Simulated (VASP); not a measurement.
# C (Pm-3m) in VASP: single point with PBE

Aim: the single point of C with PBE.

All numbers are computed with VASP 6.6.1; they aren't measurements. Logs are shortened: lines on timing, memory, paths and dates and some standing lists are left out, and cuts for length are marked.

### Step 1. The cell of the first run

The structure is cubic, space group Pm-3m (No. 221). The conventional cell has a = 4.299 Å, b = 4.299 Å, c = 4.299 Å, α = 90.00°, β = 90.00°, γ = 90.00°. Within 5.6 Å of C (site symmetry m-3m) lie 6 C at 4.30 Å.

### Step 2. Single point, PBE

INCAR reads:

```
PREC = Accurate
ENCUT = 600
EDIFF = 1E-6
ISMEAR = -1
SIGMA = 0.1
LREAL = F
LASPH = T
NELM = 120
ALGO = Normal
ISIF = 2
LWAVE = F
LCHARG = F
GGA = PE
NBANDS = 8
GGA_COMPAT = F
```

KPOINTS reads:

```
Automatic mesh
0
Gamma
  6 6 6
```

POSCAR reads:

```
C
1.0
    4.2989450000      0.0000000000      0.0000000000
    0.0000000000      4.2989450000      0.0000000000
    0.0000000000      0.0000000000      4.2989450000
C
1
Direct
    0.5000000000      0.5000000000      0.5000000000
```

Potentials or basis: VASP PAW PBE potentials, release 64 (C).

On the command line:

```console
cat potpaw_PBE.64/C/POTCAR > POTCAR
mpirun -np 1 vasp_std > vasp.out
```

OUTCAR:

```text
PREC = Accurate
   ENCUT = 600
   EDIFF = 1E-6
   ISMEAR = -1
   LREAL = F
   LASPH = T
   NELM = 120
   ISIF = 2
   GGA = PE

 ion  position               nearest neighbor table
   1  0.500  0.500  0.500-

  LATTYP: Found a simple cubic cell.
 ALAT       =     4.2989450000

  Lattice vectors:

 A1 = (   4.2989450000,   0.0000000000,   0.0000000000)
 A2 = (   0.0000000000,   4.2989450000,   0.0000000000)
 A3 = (   0.0000000000,   0.0000000000,   4.2989450000)

Analysis of symmetry for initial positions (statically):
=====================================================================
 Subroutine PRICEL returns:
 Original cell was already a primitive cell.

 Routine SETGRP: Setting up the symmetry group for a
 simple cubic supercell.

 Subroutine GETGRP returns: Found 48 space group operations
 (whereof 48 operations were pure point group operations)
 out of a pool of 48 trial point group operations.

The static configuration has the point symmetry O_h .

Analysis of symmetry for dynamics (positions and initial velocities):
=====================================================================
 Subroutine PRICEL returns:
 Original cell was already a primitive cell.

 Routine SETGRP: Setting up the symmetry group for a
 simple cubic supercell.

 Subroutine GETGRP returns: Found 48 space group operations
 (whereof 48 operations were pure point group operations)
 out of a pool of 48 trial point group operations.

The dynamic configuration has the point symmetry O_h .

 Subroutine INISYM returns: Found 48 space group operations
 (whereof 48 operations are pure point group operations),
 and found     1 'primitive' translations

----------------------------------------------------------------------------------------

                                     Primitive cell

  volume of cell :      79.4485

  direct lattice vectors                    reciprocal lattice vectors
     4.298945000  0.000000000  0.000000000     0.232615211  0.000000000  0.000000000
     0.000000000  4.298945000  0.000000000     0.000000000  0.232615211  0.000000000
     0.000000000  0.000000000  4.298945000     0.000000000  0.000000000  0.232615211

  length of vectors
     4.298945000  4.298945000  4.298945000     0.232615211  0.232615211  0.232615211

  position of ions in fractional coordinates (direct lattice)
     0.500000000  0.500000000  0.500000000

  ion indices of the primitive-cell ions
   primitive index   ion index
                 1           1

----------------------------------------------------------------------------------------

 KPOINTS: Automatic mesh

Automatic generation of k-mesh.
 Grid dimensions read from file:
 generate k-points for:    6    6    6

 Generating k-lattice:

  Cartesian coordinates                     Fractional coordinates (reciprocal lattice)
     0.038769202  0.000000000  0.000000000     0.166666667  0.000000000  0.000000000
     0.000000000  0.038769202  0.000000000     0.000000000  0.166666667  0.000000000
     0.000000000  0.000000000  0.038769202     0.000000000  0.000000000  0.166666667

  Length of vectors
     0.038769202  0.038769202  0.038769202

  Shift w.r.t. Gamma in fractional coordinates (k-lattice)
     0.000000000  0.000000000  0.000000000

 Subroutine IBZKPT returns following result:
 ===========================================

 Found     20 irreducible k-points:

 Following reciprocal coordinates:
            Coordinates               Weight
  0.000000  0.000000  0.000000      1.000000
  0.166667  0.000000  0.000000      6.000000
  0.333333  0.000000  0.000000      6.000000
  0.500000  0.000000  0.000000      3.000000
  0.166667  0.166667  0.000000     12.000000
  0.333333  0.166667  0.000000     24.000000
[... 12 lines left out ...]
  0.500000  0.500000  0.333333      6.000000
  0.500000  0.500000  0.500000      1.000000
   k-points           NKPTS =     20   k-points in BZ     NKDIM =     20   number of bands    NBANDS=      8
   number of dos      NEDOS =    301   number of ions     NIONS =      1
   total plane-waves  NPLWV =  46656
   dimension x,y,z NGX =    36 NGY =   36 NGZ =   36
   dimension x,y,z NGXF=    72 NGYF=   72 NGZF=   72
   ions per type =               1
   NGX,Y,Z   is equivalent  to a cutoff of  13.92, 13.92, 13.92 a.u.
   NGXF,Y,Z  is equivalent  to a cutoff of  27.84, 27.84, 27.84 a.u.
 SYSTEM =  unknown system
   PREC   = accura    normal or accurate (medium, high low for compatibility)
   ISTART =      0    job   : 0-new  1-cont  2-samecut
   ICHARG =      2    charge: 1-file 2-atom 10-const
   ISPIN  =      1    spin polarized calculation?
   LNONCOLLINEAR =      F non collinear calculations
   LSORBIT =      F    spin-orbit coupling
   LASPH  =      T    aspherical Exc in radial PAW
   ENCUT  =  600.0 eV  44.10 Ry    6.64 a.u.   8.59  8.59  8.59*2*pi/ulx,y,z
   NELM   =    120;   NELMIN=  2; NELMDL= -5     # of ELM steps
   EDIFF  = 0.1E-05   stopping-criterion for ELM
   LREAL  =      F    real-space projection
   EDIFFG = 0.1E-04   stopping-criterion for IOM
   NSW    =      0    number of steps for IOM
   IBRION =     -1    ionic relax: 0-MD 1-quasi-New 2-CG
   NFREE  =      0    steps in history (QN), initial steepest desc. (CG)
   ISIF   =      2    stress and relaxation
   ISYM   =      2    0-nonsym 1-usesym 2-fastsym
   POTIM  = 0.5000    time-step for ionic-motion
   TEBEG  =    0.0;   TEEND  =   0.0 temperature during run
   PSTRESS=    0.0 pullay stress
   NELECT =       4.0000    total number of electrons
   NUPDOWN=      -1.0000    fix difference up-down
   EMIN   =  10.00;   EMAX   =-10.00  energy-range for DOS
   EFERMI =   0.00;   METHOD = LEGACY
   ISMEAR =    -1;   SIGMA  =   0.10  broadening in eV -4-tet -1-fermi 0-gaus
   EFERMI_NEDOS =   21; number of points for ismear=-14 and -15
   IALGO  =     38    algorithm
   IMIX   =      4    mixing-type and parameters
     AMIX     =   0.40;   BMIX     =  1.00
     AMIX_MAG =   1.60;   BMIX_MAG =  1.00
  volume/ion in A,a.u.               =      79.45       536.14
  Fermi-wavevector in a.u.,A,eV,Ry     =   0.604505  1.142348  4.971920  0.365426
  Thomas-Fermi vector in A             =   1.657882
   LORBIT       =      0    0 simple, 1 ext, 2 COOP (PROOUT), +10 PAW based schemes
   GGA     = PE    functional components
   LHFCALC =     F    Hartree Fock is set to
   AEXX    =    0.0000 exact exchange contribution
   IVDW    =     0    specifies the selected vdW correction
   LEPSILON=     F    determine dielectric tensor
   LRPA    =     F    only Hartree local field effects (RPA)
 non-spin polarized calculation
  energy-cutoff  :      600.00
  volume of cell :       79.45
 maximum number of plane-waves:      2680
 NGX is ok and might be reduce to    36
   NGX = 17   NGY = 17   NGZ = 17

 number of electron       4.0000000 magnetization

 Free energy of the ion-electron system (eV)
  ---------------------------------------------------
  ext. energy  EPLUGINS =         0.00000000
  ---------------------------------------------------
  free energy    TOTEN  =        -0.62744026 eV

  energy without entropy =       -0.39219047  energy(sigma->0) =       -0.50981537

 E-fermi :  -4.4081     XC(G=0):  -3.8826

 val. band max:       -4.4116809782   @ k =   0.5000   0.3333   0.0000
 cond. band min:      -4.3981286470   @ k =   0.3333   0.3333   0.1667
 fundamental gap:      0.0135523313
 Fermi energy:        -4.4080534923

 k-point     1 :       0.0000    0.0000    0.0000
  band No.  band energies     occupation
      1     -12.8841      2.00000
      2      -4.0467      0.05250
      3      -4.0467      0.05250
      4      -4.0467      0.05250
      5       0.2995      0.00000
      6       5.6558      0.00000
      7       5.6558      0.00000
      8       8.1839      0.00000

 k-point     2 :       0.1667    0.0000    0.0000
  band No.  band energies     occupation
      1     -12.8640      2.00000
      2      -4.2253      0.27716
      3      -4.0322      0.04556
      4      -4.0322      0.04556
      5       0.6070      0.00000
      6       5.0816      0.00000
      7       5.8532      0.00000
      8       8.1366      0.00000

 k-point     3 :       0.3333    0.0000    0.0000
  band No.  band energies     occupation
      1     -12.8231      2.00000
      2      -4.5462      1.59856
      3      -4.0027      0.03413
      4      -4.0027      0.03413
      5       1.3953      0.00000
      6       3.8070      0.00000
      7       6.3953      0.00000
      8       8.0026      0.00000

 k-point     4 :       0.5000    0.0000    0.0000
  band No.  band energies     occupation
      1     -12.8022      2.00000
      2      -4.6930      1.89057
      3      -3.9878      0.02947
      4      -3.9878      0.02947
      5       2.4589      0.00000
      6       2.5357      0.00000
      7       6.8576      0.00000
      8       7.9164      0.00000

 k-point     5 :       0.1667    0.1667    0.0000
  band No.  band energies     occupation
      1     -12.8444      2.00000
      2      -4.2295      0.28717
      3      -4.1768      0.18022
      4      -4.0180      0.03967
      5       0.8917      0.00000
      6       5.1588      0.00000
      7       5.4204      0.00000
      8       7.5049      0.00000
[... 133 lines left out ...]
 k-point    18 :       0.5000    0.3333    0.3333
  band No.  band energies     occupation
      1     -12.6950      2.00000
      2      -4.4862      1.37197
      3      -4.3497      0.71612
      4      -4.3199      0.58585
      5       3.2832      0.00000
      6       4.2022      0.00000
      7       4.7981      0.00000
      8       6.5771      0.00000

 k-point    19 :       0.5000    0.5000    0.3333
  band No.  band energies     occupation
      1     -12.6773      2.00000
      2      -4.4538      1.22468
      3      -4.4538      1.22468
      4      -4.3085      0.53966
      5       3.6815      0.00000
      6       4.3993      0.00000
      7       4.3993      0.00000
      8       6.3191      0.00000

 k-point    20 :       0.5000    0.5000    0.5000
  band No.  band energies     occupation
      1     -12.6599      2.00000
      2      -4.4238      1.07865
      3      -4.4238      1.07865
      4      -4.4238      1.07865
      5       4.3534      0.00000
      6       4.3534      0.00000
      7       4.3534      0.00000
      8       5.5094      0.00000

------------------------ aborting loop because EDIFF is reached ----------------------------------------

  FORCE on cell =-STRESS in cart. coord.  units (eV):
  Direction    XX          YY          ZZ          XY          YZ          ZX
  --------------------------------------------------------------------------------------
  -------------------------------------------------------------------------------------
  Total       -0.6645569     -0.6645569     -0.6645569     -0.0000000     -0.0000000     -0.0000000
  in kB      -13.4016127    -13.4016127    -13.4016127     -0.0000000     -0.0000000     -0.0000000
  external PRESSURE =     -13.4016127 kB  Pullay stress =       0.0000000 kB

 VOLUME and BASIS-vectors are now :
 -----------------------------------------------------------------------------
  energy-cutoff  :      600.00
  volume of cell :       79.45
      direct lattice vectors                 reciprocal lattice vectors
     4.298945000  0.000000000  0.000000000     0.232615211  0.000000000  0.000000000
     0.000000000  4.298945000  0.000000000     0.000000000  0.232615211  0.000000000
     0.000000000  0.000000000  4.298945000     0.000000000  0.000000000  0.232615211

 POSITION                                       TOTAL-FORCE (eV/Angst)
 -----------------------------------------------------------------------------------
      2.14947      2.14947      2.14947         0.000000      0.000000      0.000000
 -----------------------------------------------------------------------------------
    total drift:                                0.000000      0.000000      0.000000

  FREE ENERGIE OF THE ION-ELECTRON SYSTEM (eV)
  ---------------------------------------------------
  free  energy   TOTEN  =        -0.6274402621 eV

  energy  without entropy=       -0.3921904692  energy(sigma->0) =       -0.50981537
```

It took 6.4 s on 1 thread of Intel Xeon Platinum 8488C (Sapphire Rapids), shared host; peak memory 0.18 GiB.

What came out:

```yaml
Free_energy: -0.6274 eV
Pressure: -1.3 GPa
Band_gap_on_the_k_mesh: zero (bands 2 and 3 overlap by 0.49 eV)
```

Levels at points of the mesh, in eV from the Fermi level:
```tsv
k point	band 1	band 2	band 3	band 4	band 5
(0.00, 0.00, 0.00)	-8.48	0.36	0.36	0.36	4.71
(0.50, 0.00, 0.00)	-8.39	-0.28	0.42	0.42	6.87
(0.50, 0.50, 0.00)	-8.32	-0.13	-0.13	0.47	7.25
(0.50, 0.50, 0.50)	-8.25	-0.02	-0.02	-0.02	8.76
```
